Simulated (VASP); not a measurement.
# CsI (Pm-3m) in VASP: a series of runs

The runs below take CsI through relaxation of cell and atoms, single point, with r2SCAN, HSE06, r2SCAN0.

All numbers are computed with VASP 6.6.1; they aren't measurements. Logs are shortened: lines on timing, memory, paths and dates and some standing lists are left out, and cuts for length are marked.

## Step 1: The cell of the first run

It takes space group Pm-3m (No. 221, cubic). The conventional cell has a = 4.666 Å, b = 4.666 Å, c = 4.666 Å, α = 90.00°, β = 90.00°, γ = 90.00°. Cs (site symmetry m-3m) has 8 I at 4.04 Å and 6 Cs at 4.67 Å within 5.3 Å. I (site symmetry m-3m) has 8 Cs at 4.04 Å and 6 I at 4.67 Å within 5.3 Å.

## Step 2: Relaxation of cell and atoms, r2SCAN

Input file POSCAR:

```
CsI
1.0
    4.6655042448      0.0000000000      0.0000000000
    0.0000000000      4.6655042448      0.0000000000
    0.0000000000      0.0000000000      4.6655042448
Cs I
1 1
Direct
    0.0000000000      0.0000000000      0.0000000000
    0.5000000000      0.5000000000      0.5000000000
```

Input file INCAR.step1:

```
SYSTEM = CsI
PREC     = Accurate       ! precision mode
ENCUT    = 550            ! plane-wave cutoff, eV
ISMEAR   = -1             ! smearing method
SIGMA    = 0.02           ! smearing width, eV
LREAL    = .False.        ! projectors in reciprocal space
LASPH    = .True.         ! aspherical terms in the spheres
NELM     = 120            ! most SCF steps
GGA      = PE             ! functional
ALGO     = Normal         ! electronic algorithm
EDIFF    = 1E-5           ! SCF threshold, eV
LWAVE    = .True.         ! write WAVECAR
LCHARG   = .False.        ! write CHGCAR
GGA_COMPAT= .False.      
IBRION   = 2              ! ionic algorithm
ISIF     = 3              ! what is computed and relaxed
EDIFFG   = -0.005         ! ionic threshold
NELMIN   = 4            
NSW      = 100            ! ionic steps
```

Input file INCAR.step2:

```
SYSTEM = CsI
PREC     = Accurate       ! precision mode
ENCUT    = 550            ! plane-wave cutoff, eV
EDIFF    = 1E-7           ! SCF threshold, eV
ISMEAR   = -1             ! smearing method
SIGMA    = 0.02           ! smearing width, eV
LREAL    = .False.        ! projectors in reciprocal space
LASPH    = .True.         ! aspherical terms in the spheres
NELM     = 120            ! most SCF steps
ALGO     = Normal         ! electronic algorithm
ISIF     = 3              ! what is computed and relaxed
LWAVE    = .False.        ! write WAVECAR
LCHARG   = .False.        ! write CHGCAR
METAGGA  = R2SCAN         ! meta-GGA
LMIXTAU  = .True.       
IBRION   = 2              ! ionic algorithm
NSW      = 80             ! ionic steps
EDIFFG   = -0.005         ! ionic threshold
ISTART   = 1            
GGA_COMPAT= .False.      
NELMIN   = 4
```

Input file KPOINTS:

```
Automatic mesh
0
Gamma
  6 6 6
  0 0 0
```

Potentials or basis: VASP PAW PBE potentials, release 64 (Cs_sv, I).

The run is started by

```console
$ cat potpaw_PBE.64/Cs_sv/POTCAR potpaw_PBE.64/I/POTCAR > POTCAR
$ cp INCAR.step1 INCAR
$ mpirun -np 1 vasp_std > vasp.out
$ cp INCAR.step2 INCAR
$ mpirun -np 1 vasp_std > vasp.out
```

OUTCAR:

```text
SYSTEM = CsI
   PREC = Accurate
   ENCUT = 550
   EDIFF = 1E-7
   ISMEAR = -1
   LREAL = .False.
   LASPH = .True.
   NELM = 120
   ISIF = 3
   METAGGA = R2SCAN
   IBRION = 2
   NSW = 80
   EDIFFG = -0.005
   ISTART = 1
   NELMIN = 4

 ion  position               nearest neighbor table
   1  0.000  0.000  0.000-
   2  0.500  0.500  0.500-

  LATTYP: Found a simple cubic cell.
 ALAT       =     4.6655042448

  Lattice vectors:

 A1 = (   4.6655042448,   0.0000000000,   0.0000000000)
 A2 = (   0.0000000000,   4.6655042448,   0.0000000000)
 A3 = (   0.0000000000,   0.0000000000,   4.6655042448)

Analysis of symmetry for initial positions (statically):
=====================================================================
 Subroutine PRICEL returns:
 Original cell was already a primitive cell.

 Routine SETGRP: Setting up the symmetry group for a
 simple cubic supercell.

 Subroutine GETGRP returns: Found 48 space group operations
 (whereof 48 operations were pure point group operations)
 out of a pool of 48 trial point group operations.

The static configuration has the point symmetry O_h .

Analysis of symmetry for dynamics (positions and initial velocities):
=====================================================================
 Subroutine PRICEL returns:
 Original cell was already a primitive cell.

 Routine SETGRP: Setting up the symmetry group for a
 simple cubic supercell.

 Subroutine GETGRP returns: Found 48 space group operations
 (whereof 48 operations were pure point group operations)
 out of a pool of 48 trial point group operations.

The dynamic configuration has the point symmetry O_h .

 Subroutine INISYM returns: Found 48 space group operations
 (whereof 48 operations are pure point group operations),
 and found     1 'primitive' translations

----------------------------------------------------------------------------------------

                                     Primitive cell

  volume of cell :     101.5537

  direct lattice vectors                    reciprocal lattice vectors
     4.665504245  0.000000000  0.000000000     0.214339104  0.000000000  0.000000000
     0.000000000  4.665504245  0.000000000     0.000000000  0.214339104  0.000000000
     0.000000000  0.000000000  4.665504245     0.000000000  0.000000000  0.214339104

  length of vectors
     4.665504245  4.665504245  4.665504245     0.214339104  0.214339104  0.214339104

  position of ions in fractional coordinates (direct lattice)
     0.000000000  0.000000000  0.000000000
     0.500000000  0.500000000  0.500000000

  ion indices of the primitive-cell ions
   primitive index   ion index
                 1           1
                 2           2

----------------------------------------------------------------------------------------

 KPOINTS: Automatic mesh

Automatic generation of k-mesh.
 Grid dimensions read from file:
 generate k-points for:    6    6    6

 Generating k-lattice:

  Cartesian coordinates                     Fractional coordinates (reciprocal lattice)
     0.035723184  0.000000000  0.000000000     0.166666667  0.000000000  0.000000000
     0.000000000  0.035723184  0.000000000     0.000000000  0.166666667  0.000000000
     0.000000000  0.000000000  0.035723184     0.000000000  0.000000000  0.166666667

  Length of vectors
     0.035723184  0.035723184  0.035723184

  Shift w.r.t. Gamma in fractional coordinates (k-lattice)
     0.000000000  0.000000000  0.000000000

 Subroutine IBZKPT returns following result:
 ===========================================

 Found     20 irreducible k-points:

 Following reciprocal coordinates:
            Coordinates               Weight
  0.000000  0.000000  0.000000      1.000000
  0.166667  0.000000  0.000000      6.000000
  0.333333  0.000000  0.000000      6.000000
  0.500000  0.000000  0.000000      3.000000
  0.166667  0.166667  0.000000     12.000000
  0.333333  0.166667  0.000000     24.000000
[... 12 lines left out ...]
  0.500000  0.500000  0.333333      6.000000
  0.500000  0.500000  0.500000      1.000000
[... 40 lines left out ...]

 number of electron      15.9999999 magnetization

 Free energy of the ion-electron system (eV)
  ---------------------------------------------------
  ext. energy  EPLUGINS =         0.00000000
  ---------------------------------------------------
  free energy    TOTEN  =       -53.12237029 eV

  energy without entropy =      -53.12237029  energy(sigma->0) =      -53.12237029

------------------------ aborting loop because EDIFF is reached ----------------------------------------

  FORCE on cell =-STRESS in cart. coord.  units (eV):
  Direction    XX          YY          ZZ          XY          YZ          ZX
  --------------------------------------------------------------------------------------
  -------------------------------------------------------------------------------------
  Total       -0.2287930     -0.2287930     -0.2287930      0.0000000     -0.0000000     -0.0000000
  in kB       -3.6095880     -3.6095880     -3.6095880      0.0000000     -0.0000000     -0.0000000
  external PRESSURE =      -3.6095880 kB  Pullay stress =       0.0000000 kB

 VOLUME and BASIS-vectors are now :
 -----------------------------------------------------------------------------
  energy-cutoff  :      550.00
  volume of cell :      101.55
      direct lattice vectors                 reciprocal lattice vectors
     4.665504245  0.000000000  0.000000000     0.214339104  0.000000000  0.000000000
     0.000000000  4.665504245  0.000000000     0.000000000  0.214339104  0.000000000
     0.000000000  0.000000000  4.665504245     0.000000000  0.000000000  0.214339104
[... 73 lines left out ...]
 POSITION                                       TOTAL-FORCE (eV/Angst)
 -----------------------------------------------------------------------------------
      0.00000      0.00000      0.00000        -0.000000     -0.000000      0.000000
      2.30947      2.30947      2.30947         0.000000      0.000000      0.000000
 -----------------------------------------------------------------------------------
    total drift:                                0.000000      0.000000      0.000000

  FREE ENERGIE OF THE ION-ELECTRON SYSTEM (eV)
  ---------------------------------------------------
  free  energy   TOTEN  =       -53.1262111530 eV

  energy  without entropy=      -53.1262111530  energy(sigma->0) =      -53.12621115

--------------------------------------- Ionic step        4  -------------------------------------------

 number of electron      16.0000002 magnetization

 Free energy of the ion-electron system (eV)
  ---------------------------------------------------
  ext. energy  EPLUGINS =         0.00000000
  ---------------------------------------------------
  free energy    TOTEN  =       -53.12623793 eV

  energy without entropy =      -53.12623793  energy(sigma->0) =      -53.12623793

 E-fermi :   0.8053     XC(G=0):  -7.9809

 val. band max:        0.3257046517   @ k =   0.5000   0.5000   0.0000
 cond. band min:       4.8089830445   @ k =   0.0000   0.0000   0.0000
 fundamental gap:      4.4832783927
 Fermi energy:         0.8053201459

 k-point     1 :       0.0000    0.0000    0.0000
  band No.  band energies     occupation
      1     -20.6761      2.00000
      2     -10.5916      2.00000
      3      -7.0077      2.00000
      4      -7.0077      2.00000
      5      -7.0077      2.00000
      6       0.2330      2.00000
      7       0.2330      2.00000
      8       0.2330      2.00000
      9       4.8090      0.00000
     10       4.9833      0.00000
     11       4.9833      0.00000
     12       8.6615      0.00000

 k-point     2 :       0.1667    0.0000    0.0000
  band No.  band energies     occupation
      1     -20.6705      2.00000
      2     -10.5928      2.00000
      3      -7.0428      2.00000
      4      -6.9937      2.00000
      5      -6.9937      2.00000
      6      -0.1971      2.00000
      7       0.2016      2.00000
      8       0.2016      2.00000
      9       5.1500      0.00000
     10       5.3383      0.00000
     11       5.5990      0.00000
     12       8.5806      0.00000
[... 290 lines left out ...]
 POSITION                                       TOTAL-FORCE (eV/Angst)
 -----------------------------------------------------------------------------------
      0.00000      0.00000      0.00000        -0.000000     -0.000000      0.000000
      2.30749      2.30749      2.30749         0.000000      0.000000      0.000000
 -----------------------------------------------------------------------------------
    total drift:                               -0.000000      0.000000      0.000000

  FREE ENERGIE OF THE ION-ELECTRON SYSTEM (eV)
  ---------------------------------------------------
  free  energy   TOTEN  =       -53.1262379284 eV

  energy  without entropy=      -53.1262379284  energy(sigma->0) =      -53.12623793

 reached required accuracy - stopping structural energy minimisation
```

Run time: 4.8 min. Hardware: 1 thread of Intel Xeon Platinum 8375C at 2.90GHz (Ice Lake), shared host; peak memory 0.24 GiB.

Results:

```
Free energy                           : -53.1262 eV
Relaxed volume                        : 49.15 Å³/atom
Relaxed cell                          : a = 4.615 Å, b = 4.615 Å, c = 4.615 Å, α = 90.00°, β = 90.00°, γ = 90.00°
Space group after relaxing (to 0.1 Å) : Pm-3m (No. 221)
Energy gained by relaxing             : 1.9 meV/atom
Ionic steps                           : 4
Pressure after relaxing               : 0.0 GPa
Band gap on the k mesh                : 4.48 eV (least direct gap 4.58 eV)
```

Step by step:
```tsv
step	energy change (eV)	largest force (eV/Å)	pressure (GPa)	volume (Å³)
1	0.0000	0.0000	-0.36	101.55
2	-0.0029	0.0000	-0.19	99.88
3	-0.0038	0.0000	-0.03	98.54
4	-0.0039	0.0000	0.00	98.29
```

Final structure:
```cif
data_structure
_symmetry_space_group_name_H-M 'P 1'
_symmetry_Int_Tables_number 1
_cell_length_a 4.6150
_cell_length_b 4.6150
_cell_length_c 4.6150
_cell_angle_alpha 90.000
_cell_angle_beta 90.000
_cell_angle_gamma 90.000
_cell_volume 98.29
loop_
_atom_site_label
_atom_site_type_symbol
_atom_site_fract_x
_atom_site_fract_y
_atom_site_fract_z
_atom_site_occupancy
Cs1 Cs 0.00000 0.00000 0.00000 1
I1 I 0.50000 0.50000 0.50000 1
```

Levels at points of the mesh, in eV from the valence-band top:
| k point | band 4 | band 5 | band 6 | band 7 | band 8 | band 9 | band 10 | band 11 | band 12 |
| --- | --- | --- | --- | --- | --- | --- | --- | --- | --- |
| (0.00, 0.00, 0.00) | -7.33 | -7.33 | -0.09 | -0.09 | -0.09 | 4.48 | 4.66 | 4.66 | 8.34 |
| (0.50, 0.00, 0.00) | -7.28 | -7.28 | -1.48 | -0.22 | -0.22 | 5.67 | 7.01 | 7.20 | 7.37 |
| (0.50, 0.50, 0.00) | -7.66 | -7.24 | -0.85 | -0.85 | 0.00 | 4.76 | 5.50 | 6.66 | 6.66 |
| (0.50, 0.50, 0.50) | -7.56 | -7.56 | -1.24 | -1.24 | -1.24 | 7.64 | 7.64 | 7.64 | 8.38 |

Caveat: the PAW data sets were made with another functional, which shifts forces and pressure a little; spin-orbit coupling is left out, which moves the levels of the heavy elements. A k mesh can miss the band edges.

## Step 3: Single point, HSE06

This run uses another cell than the first one, of 48.93 Å³/atom.

Input file POSCAR:

```
CsI
1.0
    4.6081171041      0.0000000000      0.0000000000
    0.0000000000      4.6081171041      0.0000000000
    0.0000000000      0.0000000000      4.6081171041
Cs I
1 1
Direct
    0.0000000000      0.0000000000      0.0000000000
    0.5000000000      0.5000000000      0.5000000000
```

Input file INCAR.step1:

```
SYSTEM = CsI
ALGO = Normal
EDIFF = 1E-5
ENCUT = 400
GGA = PE
GGA_COMPAT = .False.
ISIF = 2
ISMEAR = 0
LASPH = .True.
LREAL = .False.
LWAVE = .True.
NBANDS = 15
NELM = 120
PREC = Accurate
SIGMA = 0.01
```

Input file INCAR.step2:

```
SYSTEM = CsI
ALGO = Normal
EDIFF = 1E-6
ENCUT = 400
GGA = PE
GGA_COMPAT = .False.
HFSCREEN = 0.2079
ISIF = 2
ISMEAR = 0
ISTART = 1
LASPH = .True.
LCHARG = .True.
LELF = .True.
LHFCALC = .True.
LREAL = .False.
LVHAR = .True.
LWAVE = .False.
NBANDS = 15
NELM = 120
PREC = Accurate
PRECFOCK = Normal
SIGMA = 0.01
```

Input file KPOINTS:

```
k-points
0
Gamma
  4 4 4
  0 0 0
```

Potentials or basis: VASP PAW PBE potentials, release 64 (Cs_sv, I).

The run is started by

```console
$ cat potpaw_PBE.64/Cs_sv/POTCAR potpaw_PBE.64/I/POTCAR > POTCAR
$ cp INCAR.step1 INCAR
$ mpirun -np 1 vasp_std > vasp.out
$ cp INCAR.step2 INCAR
$ mpirun -np 1 vasp_std > vasp.out
```

Run time: 5.8 min. Hardware: 1 thread of Intel Xeon Platinum 8375C at 2.90GHz (Ice Lake), shared host; peak memory 0.28 GiB.

The run converged. Its results:

```
Free energy            : -6.3087 eV
Pressure               : 0.2 GPa
Band gap on the k mesh : 4.78 eV (least direct gap 4.88 eV)
```

Levels at points of the mesh, in eV from the valence-band top:
| k point | band 4 | band 5 | band 6 | band 7 | band 8 | band 9 | band 10 | band 11 | band 12 | band 13 |
| --- | --- | --- | --- | --- | --- | --- | --- | --- | --- | --- |
| (0.00, 0.00, 0.00) | -7.58 | -7.58 | -0.10 | -0.10 | -0.10 | 4.78 | 5.19 | 5.19 | 8.91 | 8.91 |
| (0.50, 0.00, 0.00) | -7.51 | -7.51 | -1.58 | -0.23 | -0.23 | 6.27 | 7.39 | 7.72 | 7.83 | 9.04 |
| (0.50, 0.50, 0.00) | -7.93 | -7.48 | -0.91 | -0.91 | 0.00 | 5.22 | 5.93 | 7.18 | 7.18 | 10.70 |
| (0.50, 0.50, 0.50) | -7.81 | -7.81 | -1.32 | -1.32 | -1.32 | 8.11 | 8.11 | 8.11 | 8.95 | 8.95 |

Caveat: the PAW data sets were made with another functional, which shifts forces and pressure a little; spin-orbit coupling is left out, which moves the levels of the heavy elements. A k mesh can miss the band edges.

## Step 4: Single point, r2SCAN0

This run uses another cell than the first one, of 48.93 Å³/atom.

POSCAR is that of step 3.

Input file INCAR.step1:

```
ALGO     = Normal         # electronic algorithm
EDIFF    = 1E-5           # SCF threshold, eV
ENCUT    = 440            # plane-wave cutoff, eV
GGA      = PE             # functional
GGA_COMPAT= False        
ISIF     = 2              # what is computed and relaxed
ISMEAR   = 0              # smearing method
LASPH    = True           # aspherical terms in the spheres
LCHARG   = False          # write CHGCAR
LREAL    = False          # projectors in reciprocal space
LWAVE    = True           # write WAVECAR
NBANDS   = 15             # bands
NELM     = 120            # most SCF steps
PREC     = Accurate       # precision mode
SIGMA    = 0.01           # smearing width, eV
```

Input file INCAR.step2:

```
AEXX     = 0.25           # exact-exchange fraction
ALGO     = Normal         # electronic algorithm
EDIFF    = 1E-6           # SCF threshold, eV
ENCUT    = 440            # plane-wave cutoff, eV
GGA_COMPAT= False        
ISIF     = 2              # what is computed and relaxed
ISMEAR   = 0              # smearing method
ISTART   = 1            
LASPH    = True           # aspherical terms in the spheres
LCHARG   = False          # write CHGCAR
LHFCALC  = True           # exact exchange
LMIXTAU  = True         
LREAL    = False          # projectors in reciprocal space
LWAVE    = False          # write WAVECAR
METAGGA  = R2SCAN         # meta-GGA
NBANDS   = 15             # bands
NELM     = 120            # most SCF steps
PREC     = Accurate       # precision mode
PRECFOCK = Normal       
SIGMA    = 0.01           # smearing width, eV
```

Input file KPOINTS:

```
k-points
0
Gamma
  4 4 4
```

The run is started by

```console
$ cat potpaw_PBE.64/Cs_sv/POTCAR potpaw_PBE.64/I/POTCAR > POTCAR
$ cp INCAR.step1 INCAR
$ mpirun -np 1 vasp_std > vasp.out
$ cp INCAR.step2 INCAR
$ mpirun -np 1 vasp_std > vasp.out
```

Run time: 5.6 min. Hardware: 1 thread of Intel Xeon Platinum 8375C at 2.90GHz (Ice Lake), shared host; peak memory 0.2 GiB.

Results (log left out):

| Property | Result |
| --- | --- |
| Free energy | -42.7771 eV |
| Pressure | -0.1 GPa |
| Band gap on the k mesh | 5.87 eV (least direct gap 5.97 eV) |

Levels at points of the mesh, in eV from the valence-band top:
| k point | band 4 | band 5 | band 6 | band 7 | band 8 | band 9 | band 10 | band 11 | band 12 | band 13 |
| --- | --- | --- | --- | --- | --- | --- | --- | --- | --- | --- |
| (0.00, 0.00, 0.00) | -7.72 | -7.72 | -0.10 | -0.10 | -0.10 | 5.87 | 6.15 | 6.15 | 10.08 | 10.08 |
| (0.50, 0.00, 0.00) | -7.65 | -7.65 | -1.62 | -0.24 | -0.24 | 7.26 | 8.49 | 8.82 | 8.87 | 10.21 |
| (0.50, 0.50, 0.00) | -8.08 | -7.61 | -0.94 | -0.94 | 0.00 | 6.23 | 7.00 | 8.27 | 8.27 | 11.84 |
| (0.50, 0.50, 0.50) | -7.96 | -7.96 | -1.36 | -1.36 | -1.36 | 9.17 | 9.17 | 9.17 | 10.12 | 10.12 |

Caveat: the PAW data sets were made with another functional, which shifts forces and pressure a little; spin-orbit coupling is left out, which moves the levels of the heavy elements. A k mesh can miss the band edges.

## Step 5: Summary

```csv
task,level,cell,k mesh,cutoff (eV),smearing,grid for exact exchange (PRECFOCK),share of exact exchange,screening parameter,gap on the mesh (eV),pressure (GPa)
relaxation of cell and atoms,r2SCAN,"relaxed from a = 4.666 Å, 2 atoms",6 × 6 × 6,550,fermi-dirac 0.02 eV,-,-,-,4.48,0.0
single point,HSE06,"a = 4.608 Å, 2 atoms",4 × 4 × 4,400,gaussian 0.01 eV,Normal,0.25,0.2079 1/Å,4.78,0.2
single point,r2SCAN0,"a = 4.608 Å, 2 atoms",4 × 4 × 4,440,gaussian 0.01 eV,Normal,0.25,-,5.87,-0.1
```

Alike in all rows: potentials or basis VASP PAW PBE potentials, release 64 (Cs_sv, I); no spin polarisation.

Caveats: the PAW data sets were made with another functional, which shifts forces and pressure a little; spin-orbit coupling is left out, which moves the levels of the heavy elements.

Absolute energies hang on the potentials; compare differences alone.
